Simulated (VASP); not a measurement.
The system is WC.

```
W C
1.0
     0.00000    2.19268    2.19268
     2.19268    0.00000    2.19268
     2.19268    2.19268    0.00000
W C
1 1
Direct
  0.00000 0.00000 0.00000
  0.50000 0.50000 0.50000
```

Base run:

```yaml
Program: VASP 6.6.1
Functional: BLYP
Potentials_or_basis: VASP PAW PBE potentials, release 64 (W_sv, C)
Cutoff: 520 eV
k_mesh: 10 × 10 × 10
Occupations: fermi-dirac, width 0.1 eV
Spin: no spin polarisation
```

Its results: band gap on the k mesh zero (band 9 reaches 13.88 eV, above the bottom of band 10 at 10.78 eV); pressure 13.9 GPa.

Q: After a change of settings the same cell gave: band gap on the k mesh zero (band 9 reaches 13.30 eV, above the bottom of band 10 at 10.11 eV); pressure -9.1 GPa. Which change was it?
A. potentials or basis from VASP PAW PBE potentials, release 64 (W_sv, C) to VASP PAW PBE potentials, release 64 (W_sv, C_h); cutoff from 520 eV to 910 eV; further incar settings from ALGO = Normal; EDIFF = 1e-07; NBANDS = 16 to ALGO = Normal; EDIFF = 1e-06; NBANDS = 16
B. functional from BLYP to PBEsol
C. functional from BLYP to LDA; potentials or basis from VASP PAW PBE potentials, release 64 (W_sv, C) to VASP PAW LDA potentials, release 64 (W_sv, C)

A: B.

PBEsol binds more tightly than BLYP, so the same cell stands under less pressure.

Caveats: the PAW data sets were made with another functional, which shifts forces and pressure a little; spin-orbit coupling is left out, which moves the levels of the heavy elements.
